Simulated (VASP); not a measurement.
# F (C2/m) in VASP: notebook

Runs on F. Level: PBEsol. Tasks: single point.

All numbers are computed with VASP 6.6.1; they aren't measurements. Logs are shortened: lines on timing, memory, paths and dates and some standing lists are left out, and cuts for length are marked.

## 1. The cell of the first run

It takes space group C2/m (No. 12, monoclinic). The conventional cell has a = 6.132 Å, b = 3.458 Å, c = 7.301 Å, α = 90.00°, β = 112.83°, γ = 90.00°. Within 1.8 Å of F (site symmetry m) lie 1 F at 1.36 Å. Within 1.8 Å of F (site symmetry m) lie 1 F at 1.36 Å.

## 2. Single point, PBEsol

Input file INCAR:

```
PREC = Accurate
ENCUT = 520
EDIFF = 1E-6
ISMEAR = 0
SIGMA = 0.05
LREAL = F
LASPH = T
NELM = 100
ALGO = Normal
ISIF = 2
LWAVE = F
LCHARG = F
GGA = PS
NBANDS = 22
```

Input file KPOINTS:

```
Automatic mesh
0
Gamma
  4 4 2
```

Input file POSCAR:

```
F
1.0
    3.0567715217     -1.7288244020     -0.2357645901
    3.0567715217      1.7288244020     -0.2357645901
   -2.3068415952      0.0000000000      6.9269408453
F
4
Direct
    0.0848459664      0.0848459664      0.0940038325
    0.9151540336      0.9151540336      0.9059961675
    0.5015719855      0.5015719855      0.5937195244
    0.4984280145      0.4984280145      0.4062804756
```

Potentials or basis: VASP PAW PBE potentials, release 64 (F).

Launch:

```console
> cat potpaw_PBE.64/F/POTCAR > POTCAR
> mpirun -np 1 vasp_std > vasp.out
```

OUTCAR:

```text
PREC = Accurate
   ENCUT = 520
   EDIFF = 1E-6
   ISMEAR = 0
   LREAL = F
   LASPH = T
   NELM = 100
   ISIF = 2
   GGA = PS

 ion  position               nearest neighbor table
   1  0.085  0.085  0.094-   2 1.36
   2  0.915  0.915  0.906-   1 1.36
   3  0.502  0.502  0.594-   4 1.36
   4  0.498  0.498  0.406-   3 1.36

  LATTYP: Found a base centered monoclinic cell.
 ALAT       =     6.1317002790
 B/A-ratio  =     0.5638972302
 C/A-ratio  =     1.1906910645
 COS(beta)  =    -0.3879892014

  Lattice vectors:

 A1 = (   3.0567715217,  -1.7288244020,  -0.2357645901)
 A2 = (   3.0567715217,   1.7288244020,  -0.2357645901)
 A3 = (  -2.3068415952,   0.0000000000,   6.9269408453)

Analysis of symmetry for initial positions (statically):
=====================================================================
 Subroutine PRICEL returns:
 Original cell was already a primitive cell.

 Routine SETGRP: Setting up the symmetry group for a
 base centered monoclinic supercell.

 Subroutine GETGRP returns: Found  4 space group operations
 (whereof  4 operations were pure point group operations)
 out of a pool of  4 trial point group operations.

The static configuration has the point symmetry C_2h.

Analysis of symmetry for dynamics (positions and initial velocities):
=====================================================================
 Subroutine PRICEL returns:
 Original cell was already a primitive cell.

 Routine SETGRP: Setting up the symmetry group for a
 base centered monoclinic supercell.

 Subroutine GETGRP returns: Found  4 space group operations
 (whereof  4 operations were pure point group operations)
 out of a pool of  4 trial point group operations.

The dynamic configuration has the point symmetry C_2h.

 Subroutine INISYM returns: Found  4 space group operations
 (whereof  4 operations are pure point group operations),
 and found     1 'primitive' translations

----------------------------------------------------------------------------------------

                                     Primitive cell

  volume of cell :      71.3320

  direct lattice vectors                    reciprocal lattice vectors
     3.056771522 -1.728824402 -0.235764590     0.167883480 -0.289213872  0.055909326
     3.056771522  1.728824402 -0.235764590     0.167883480  0.289213872  0.055909326
    -2.306841595  0.000000000  6.926940845     0.011428127  0.000000000  0.148169719

  length of vectors
     3.519697557  3.519697557  7.300960733     0.339050703  0.339050703  0.148609783

  position of ions in fractional coordinates (direct lattice)
     0.084845966  0.084845966  0.094003833
     0.915154034  0.915154034  0.905996167
     0.501571985  0.501571985  0.593719524
     0.498428014  0.498428014  0.406280476

  ion indices of the primitive-cell ions
   primitive index   ion index
                 1           1
                 2           2
                 3           3
                 4           4

----------------------------------------------------------------------------------------

 KPOINTS: Automatic mesh

Automatic generation of k-mesh.
 Grid dimensions read from file:
 generate k-points for:    4    4    2

 Generating k-lattice:

  Cartesian coordinates                     Fractional coordinates (reciprocal lattice)
     0.041970870 -0.072303468  0.013977331     0.250000000 -0.000000000  0.000000000
     0.041970870  0.072303468  0.013977331    -0.000000000  0.250000000  0.000000000
     0.005714063  0.000000000  0.074084860     0.000000000  0.000000000  0.500000000

  Length of vectors
     0.084762676  0.084762676  0.074304892

  Shift w.r.t. Gamma in fractional coordinates (k-lattice)
     0.000000000  0.000000000  0.000000000

 Subroutine IBZKPT returns following result:
 ===========================================

 Found     14 irreducible k-points:

 Following reciprocal coordinates:
            Coordinates               Weight
  0.000000  0.000000  0.000000      1.000000
  0.250000 -0.000000 -0.000000      4.000000
  0.500000 -0.000000 -0.000000      2.000000
  0.250000  0.250000 -0.000000      2.000000
  0.500000  0.250000 -0.000000      4.000000
 -0.250000  0.250000  0.000000      2.000000
  0.500000  0.500000 -0.000000      1.000000
  0.000000  0.000000  0.500000      1.000000
  0.250000 -0.000000  0.500000      4.000000
  0.500000 -0.000000  0.500000      2.000000
  0.250000  0.250000  0.500000      2.000000
  0.500000  0.250000  0.500000      4.000000
 -0.250000  0.250000  0.500000      2.000000
  0.500000  0.500000  0.500000      1.000000
   k-points           NKPTS =     14   k-points in BZ     NKDIM =     14   number of bands    NBANDS=     22
   number of dos      NEDOS =    301   number of ions     NIONS =      4
   total plane-waves  NPLWV =  42336
   dimension x,y,z NGX =    28 NGY =   28 NGZ =   54
   dimension x,y,z NGXF=    56 NGYF=   56 NGZF=  108
   ions per type =               4
   NGX,Y,Z   is equivalent  to a cutoff of  13.23, 13.23, 12.30 a.u.
   NGXF,Y,Z  is equivalent  to a cutoff of  26.45, 26.45, 24.59 a.u.
 SYSTEM =  unknown system
   PREC   = accura    normal or accurate (medium, high low for compatibility)
   ISTART =      0    job   : 0-new  1-cont  2-samecut
   ICHARG =      2    charge: 1-file 2-atom 10-const
   ISPIN  =      1    spin polarized calculation?
   LNONCOLLINEAR =      F non collinear calculations
   LSORBIT =      F    spin-orbit coupling
   LASPH  =      T    aspherical Exc in radial PAW
   ENCUT  =  520.0 eV  38.22 Ry    6.18 a.u.   6.54  6.54 13.57*2*pi/ulx,y,z
   NELM   =    100;   NELMIN=  2; NELMDL= -5     # of ELM steps
   EDIFF  = 0.1E-05   stopping-criterion for ELM
   LREAL  =      F    real-space projection
   EDIFFG = 0.1E-04   stopping-criterion for IOM
   NSW    =      0    number of steps for IOM
   IBRION =     -1    ionic relax: 0-MD 1-quasi-New 2-CG
   NFREE  =      0    steps in history (QN), initial steepest desc. (CG)
   ISIF   =      2    stress and relaxation
   ISYM   =      2    0-nonsym 1-usesym 2-fastsym
   POTIM  = 0.5000    time-step for ionic-motion
   TEBEG  =    0.0;   TEEND  =   0.0 temperature during run
   PSTRESS=    0.0 pullay stress
   NELECT =      28.0000    total number of electrons
   NUPDOWN=      -1.0000    fix difference up-down
   EMIN   =  10.00;   EMAX   =-10.00  energy-range for DOS
   EFERMI =   0.00;   METHOD = LEGACY
   ISMEAR =     0;   SIGMA  =   0.05  broadening in eV -4-tet -1-fermi 0-gaus
   EFERMI_NEDOS =   21; number of points for ismear=-14 and -15
   IALGO  =     38    algorithm
   IMIX   =      4    mixing-type and parameters
     AMIX     =   0.40;   BMIX     =  1.00
     AMIX_MAG =   1.60;   BMIX_MAG =  1.00
  volume/ion in A,a.u.               =      17.83       120.34
  Fermi-wavevector in a.u.,A,eV,Ry     =   1.198669  2.265156 19.548960  1.436808
  Thomas-Fermi vector in A             =   2.334552
   LORBIT       =      0    0 simple, 1 ext, 2 COOP (PROOUT), +10 PAW based schemes
   GGA     = PS    functional components
   LHFCALC =     F    Hartree Fock is set to
   AEXX    =    0.0000 exact exchange contribution
   IVDW    =     0    specifies the selected vdW correction
   LEPSILON=     F    determine dielectric tensor
   LRPA    =     F    only Hartree local field effects (RPA)
 non-spin polarized calculation
 Gauss-broadening in eV      SIGMA  =   0.05
  energy-cutoff  :      520.00
  volume of cell :       71.33
 maximum number of plane-waves:      1944
 NGX is ok and might be reduce to    28
   NGX = 13   NGY = 13   NGZ = 27

 number of electron      27.9999994 magnetization

 Free energy of the ion-electron system (eV)
  ---------------------------------------------------
  ext. energy  EPLUGINS =         0.00000000
  ---------------------------------------------------
  free energy    TOTEN  =        -7.69588245 eV

  energy without entropy =       -7.69588245  energy(sigma->0) =       -7.69588245

 E-fermi :  -4.9697     XC(G=0):  -7.0533

 val. band max:       -5.2959335094   @ k =   0.5000   0.5000  -0.0000
 cond. band min:      -1.8442834062   @ k =   0.0000   0.0000   0.0000
 fundamental gap:      3.4516501032
 Fermi energy:        -4.9697340795

 k-point     1 :       0.0000    0.0000    0.0000
  band No.  band energies     occupation
      1     -31.2029      2.00000
      2     -31.0427      2.00000
      3     -23.7646      2.00000
      4     -23.4471      2.00000
      5     -12.4041      2.00000
      6     -11.7092      2.00000
[... 14 lines left out ...]
     21      14.5022      0.00000
     22      14.8078      0.00000

 k-point     2 :       0.2500   -0.0000   -0.0000
  band No.  band energies     occupation
      1     -31.1778      2.00000
      2     -31.0294      2.00000
      3     -23.7096      2.00000
      4     -23.4792      2.00000
      5     -12.3000      2.00000
      6     -11.8008      2.00000
[... 14 lines left out ...]
     21      11.9885      0.00000
     22      13.7828      0.00000

 k-point     3 :       0.5000   -0.0000   -0.0000
  band No.  band energies     occupation
      1     -31.1516      2.00000
      2     -31.0158      2.00000
      3     -23.6235      2.00000
      4     -23.5424      2.00000
      5     -12.0833      2.00000
      6     -12.0035      2.00000
[... 14 lines left out ...]
     21      10.7941      0.00000
     22      11.1513      0.00000

 k-point     4 :       0.2500    0.2500   -0.0000
  band No.  band energies     occupation
      1     -31.1727      2.00000
      2     -31.0332      2.00000
      3     -23.6747      2.00000
      4     -23.5331      2.00000
      5     -12.2177      2.00000
      6     -11.9178      2.00000
[... 14 lines left out ...]
     21      11.8867      0.00000
     22      12.9553      0.00000

 k-point     5 :       0.5000    0.2500   -0.0000
  band No.  band energies     occupation
      1     -31.1512      2.00000
      2     -31.0148      2.00000
      3     -23.6396      2.00000
      4     -23.5440      2.00000
      5     -12.1065      2.00000
      6     -11.9869      2.00000
[... 14 lines left out ...]
     21      10.7627      0.00000
     22      11.9119      0.00000

 k-point     6 :      -0.2500    0.2500    0.0000
  band No.  band energies     occupation
      1     -31.1564      2.00000
      2     -31.0107      2.00000
      3     -23.6839      2.00000
      4     -23.4807      2.00000
      5     -12.2378      2.00000
      6     -11.8218      2.00000
[... 14 lines left out ...]
     21      10.1967      0.00000
     22      11.7433      0.00000

 k-point     7 :       0.5000    0.5000   -0.0000
  band No.  band energies     occupation
      1     -31.1510      2.00000
      2     -31.0136      2.00000
      3     -23.6555      2.00000
      4     -23.5461      2.00000
      5     -12.1325      2.00000
      6     -11.9650      2.00000
[... 14 lines left out ...]
     21      11.5578      0.00000
     22      12.5790      0.00000

 k-point     8 :       0.0000    0.0000    0.5000
  band No.  band energies     occupation
      1     -31.1911      2.00000
      2     -31.0557      2.00000
      3     -23.6479      2.00000
      4     -23.5675      2.00000
      5     -12.1119      2.00000
      6     -12.0287      2.00000
[... 14 lines left out ...]
     21      15.0754      0.00000
     22      15.4097      0.00000

 k-point     9 :       0.2500   -0.0000    0.5000
  band No.  band energies     occupation
      1     -31.1740      2.00000
      2     -31.0334      2.00000
      3     -23.6728      2.00000
      4     -23.5172      2.00000
      5     -12.1973      2.00000
      6     -11.9019      2.00000
[... 14 lines left out ...]
     21      11.3532      0.00000
     22      12.1649      0.00000

 k-point    10 :       0.5000   -0.0000    0.5000
  band No.  band energies     occupation
      1     -31.1563      2.00000
      2     -31.0107      2.00000
      3     -23.6836      2.00000
      4     -23.4808      2.00000
      5     -12.2288      2.00000
      6     -11.8219      2.00000
[... 14 lines left out ...]
     21      10.5213      0.00000
     22      12.3869      0.00000

 k-point    11 :       0.2500    0.2500    0.5000
  band No.  band energies     occupation
      1     -31.1755      2.00000
      2     -31.0298      2.00000
      3     -23.7067      2.00000
      4     -23.5006      2.00000
      5     -12.2742      2.00000
      6     -11.8422      2.00000
[... 14 lines left out ...]
     21      11.7773      0.00000
     22      12.1354      0.00000

 k-point    12 :       0.5000    0.2500    0.5000
  band No.  band energies     occupation
      1     -31.1533      2.00000
      2     -31.0125      2.00000
      3     -23.6692      2.00000
      4     -23.5136      2.00000
      5     -12.2013      2.00000
      6     -11.8954      2.00000
[... 14 lines left out ...]
     21       9.9248      0.00000
     22      11.7130      0.00000

 k-point    13 :      -0.2500    0.2500    0.5000
  band No.  band energies     occupation
      1     -31.1516      2.00000
      2     -31.0159      2.00000
      3     -23.6234      2.00000
      4     -23.5421      2.00000
      5     -12.0767      2.00000
      6     -12.0006      2.00000
[... 14 lines left out ...]
     21      11.2100      0.00000
     22      11.2404      0.00000

 k-point    14 :       0.5000    0.5000    0.5000
  band No.  band energies     occupation
      1     -31.1501      2.00000
      2     -31.0144      2.00000
      3     -23.6410      2.00000
      4     -23.5601      2.00000
      5     -12.1114      2.00000
      6     -12.0358      2.00000
[... 14 lines left out ...]
     21       9.6381      0.00000
     22       9.9066      0.00000

------------------------ aborting loop because EDIFF is reached ----------------------------------------

  FORCE on cell =-STRESS in cart. coord.  units (eV):
  Direction    XX          YY          ZZ          XY          YZ          ZX
  --------------------------------------------------------------------------------------
  -------------------------------------------------------------------------------------
  Total        0.6593760     -0.2109837      4.9276031      0.0000000      0.0000000      0.3510446
  in kB       14.8101446     -4.7388742    110.6781536      0.0000000      0.0000000      7.8847610
  external PRESSURE =      40.2498080 kB  Pullay stress =       0.0000000 kB

 VOLUME and BASIS-vectors are now :
 -----------------------------------------------------------------------------
  energy-cutoff  :      520.00
  volume of cell :       71.33
      direct lattice vectors                 reciprocal lattice vectors
     3.056771522 -1.728824402 -0.235764590     0.167883480 -0.289213872  0.055909326
     3.056771522  1.728824402 -0.235764590     0.167883480  0.289213872  0.055909326
    -2.306841595  0.000000000  6.926940845     0.011428127  0.000000000  0.148169719

 POSITION                                       TOTAL-FORCE (eV/Angst)
 -----------------------------------------------------------------------------------
      0.30186      0.00000      0.61115         0.953376      0.000000      1.915744
      3.50484      0.00000      5.84426        -0.953376      0.000000     -1.915744
      1.69677      0.00000      3.87615        -0.658665      0.000000      2.044597
      2.10994      0.00000      2.57926         0.658665      0.000000     -2.044597
 -----------------------------------------------------------------------------------
    total drift:                                0.000000      0.000000     -0.000000

  FREE ENERGIE OF THE ION-ELECTRON SYSTEM (eV)
  ---------------------------------------------------
  free  energy   TOTEN  =        -7.6958824543 eV

  energy  without entropy=       -7.6958824543  energy(sigma->0) =       -7.69588245
```

Wall time 22 s (1 thread of Intel Xeon Platinum 8175M at 2.50GHz (Skylake/Cascade Lake), shared host); peak memory 0.18 GiB.

Results:

- Free energy: -7.6959 eV
- Pressure: 4.0 GPa
- Largest force: 2.148 eV/Å
- Band gap on the k mesh: 3.45 eV, indirect (least direct gap 3.56 eV)

Forces on the atoms (eV/Å):
```
F    0.953  0.000  1.916
F   -0.953  0.000 -1.916
F   -0.659  0.000  2.045
F    0.659  0.000 -2.045
```

Stress tensor (GPa, compression positive):
```
 1.48  0.00  0.79
 0.00 -0.47  0.00
 0.79  0.00 11.07
```

Levels at points of the mesh, in eV from the valence-band top:
```tsv
k point	band 10	band 11	band 12	band 13	band 14	band 15	band 16	band 17	band 18	band 19
(0.00, 0.00, 0.00)	-3.90	-0.39	-0.19	-0.14	-0.11	3.45	4.32	8.56	11.02	12.24
(0.50, 0.00, 0.00)	-4.02	-0.42	-0.36	-0.33	-0.21	3.93	4.01	12.57	12.73	14.32
(0.50, 0.50, 0.00)	-3.96	-0.38	-0.32	-0.22	0.00	3.87	3.99	12.78	13.06	13.24
(0.00, 0.00, 0.50)	-3.91	-0.33	-0.22	-0.19	-0.11	3.81	3.89	9.46	9.48	14.86
(0.50, 0.00, 0.50)	-3.97	-0.56	-0.39	-0.23	-0.08	3.74	4.17	12.50	13.35	13.54
(0.50, 0.50, 0.50)	-4.03	-0.41	-0.30	-0.19	-0.12	3.91	4.00	12.43	12.60	14.68
```

Caveat: the k points lie up to 0.53 Å⁻¹ apart; the PAW data sets were made with another functional, which shifts forces and pressure a little.

(Continued in part 2 of 2.)
